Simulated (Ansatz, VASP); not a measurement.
# H: VASP beside Ansatz

```
H
1.0
     2.64964    0.00000    0.00000
     0.00000    2.64964    0.00000
     0.00000    0.00000    0.98049
H
1
Direct
  0.00000 0.00000 0.50000
```

Alike in both runs: task single point; functional PBE; k mesh 6 × 6 × 5; occupations gaussian, width 0.1 eV; no spin polarisation.

|  | VASP | Ansatz |
| --- | --- | --- |
| version | VASP 6.6.1 | Ansatz 0.2.0 |
| potentials or method | VASP PAW PBE potentials, release 64 (H), cutoff 520 eV | scalar-relativistic, plane waves, PAW |
| valence electrons in the cell | 1 | 1 |

VASP gave:

* gap on the k mesh at the Fermi level (eV): none
* pressure (GPa): 4.8
* traceless stress, the component that is largest in VASP (GPa): 23.54

Estimate Ansatz's values.

gap on the k mesh at the Fermi level (eV): none; pressure (GPa): 5.1; traceless stress, the component that is largest in VASP (GPa): 23.55.

A gap of «none» marks a metal or a gap that the smearing closes.

The k mesh is coarse, so the values compare programs but aren't converged.
